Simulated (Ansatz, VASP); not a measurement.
**Two plane-wave programs on GaSb**

```
Ga Sb
1.0
     0.00000    3.14805    3.14805
     3.14805    0.00000    3.14805
     3.14805    3.14805    0.00000
Ga Sb
1 1
Direct
  0.00000 0.00000 0.00000
  0.75000 0.75000 0.75000
```

Alike in both runs: task single point; functional PBE; k mesh 14 × 14 × 14; occupations gaussian, width 0.15 eV; no spin polarisation.

```csv
,VASP,Ansatz
version,VASP 6.6.1,Ansatz 0.2.0
potentials or method,"VASP PAW PBE potentials, release 64 (Ga_d, Sb), cutoff 520 eV","scalar-relativistic, plane waves, PAW"
valence electrons in the cell,18,28
```

|  | VASP | Ansatz | Ansatz less VASP |
| --- | --- | --- | --- |
| gap on the k mesh at the Fermi level (eV) | none | none | - |
| pressure (GPa) | -1.5 | -1.6 | -0.05 |

A gap of «none» marks a metal or a gap that the smearing closes. VASP's potentials hold 18 valence electrons a cell and Ansatz's 28, so a difference there can come from the potentials and not from the codes.

Neither program's run includes spin-orbit coupling.
